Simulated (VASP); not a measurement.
## MgO: G0W0 quasiparticle levels with PBE

Crystal: MgO.

```
Mg O
1.0
     0.00000    2.28201    2.28201
     2.28201    0.00000    2.28201
     2.28201    2.28201    0.00000
Mg O
1 1
Direct
  0.00000 0.00000 0.00000
  0.25000 0.25000 0.25000
```

```
Program                         : VASP 6.6.1
Task                            : G0W0 quasiparticle levels
Functional                      : PBE
Potentials or basis             : VASP PAW PBE potentials, release 64 (Mg_GW, O_GW)
Cutoff                          : 500 eV
k mesh                          : 6 × 6 × 6
Occupations                     : gaussian, width 0.01 eV
Spin                            : no spin polarisation
Dipole correction               : no
GW scheme                       : G0W0
GW iterations                   : 1
Cutoff of the response function : 120
Frequency points                : 48
Empty bands                     : 70
Further INCAR settings          : ALGO = EVGW0; EDIFF = 1e-08; NBANDS = 74
```

```json
{
  "Quasiparticle gap": "5.73 eV",
  "Least direct quasiparticle gap": "5.73 eV",
  "Band gap of the starting levels on the mesh": "3.64 eV",
  "Least direct gap of the starting levels on the mesh": "3.64 eV"
}
```

It took 2.3 min on 1 thread of Intel(R) Xeon(R) Platinum 8488C (Sapphire Rapids), on a shared host, peak memory 0.35 GiB.

Caveat: the k points lie up to 0.40 Å⁻¹ apart; bands, screening cutoff and mesh are small and nothing is extrapolated, so the quasiparticle values aren't converged; the structure was generated, so it needn't be the stable form of MgO.
